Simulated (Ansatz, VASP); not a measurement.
TiSi16: VASP beside Ansatz

```
Si Ti
1.0
     0.00000    5.43000    5.43000
     5.43000    0.00000    5.43000
     5.43000    5.43000    0.00000
Si Ti
16 1
Direct
  0.98357 0.01485 0.00070
  0.11779 0.13806 0.12628
  0.99892 0.00319 0.49886
  0.11776 0.13807 0.61771
  0.99795 0.51116 0.99285
  0.11683 0.63317 0.12492
  0.99794 0.51117 0.49788
  0.12240 0.63278 0.62233
  0.50079 0.01485 0.00072
  0.62018 0.13944 0.12013
  0.50076 0.01486 0.48351
  0.62635 0.13807 0.61772
  0.49930 0.50207 0.99924
  0.62499 0.63317 0.12492
  0.49291 0.51117 0.49788
  0.62498 0.63317 0.61677
  0.37069 0.88790 0.87064
```

Alike in both runs: functional PBE; k mesh 2 × 2 × 2; occupations fermi-dirac, width 0.05 eV; no spin polarisation.

Ansatz relaxed the structure, and its values are those at the end. VASP's run is a single point on that final structure, the one shown.

```csv
,VASP,Ansatz
version,VASP 6.6.1,Ansatz 0.2.0
potentials or method,"VASP PAW PBE potentials, release 64 (Si, Ti_sv), cutoff 520 eV","scalar-relativistic, plane waves, PAW"
valence electrons in the cell,76,76
```

Ansatz gave:

```
rms of the force components (eV/Å) : 0.011
```

Problem. Which values does VASP return?

Solution. rms of the force components (eV/Å): 0.012.

The functional is the same, so the differences come from potentials, cutoffs and numerics.

The k mesh is coarse, so the values compare programs but aren't converged.
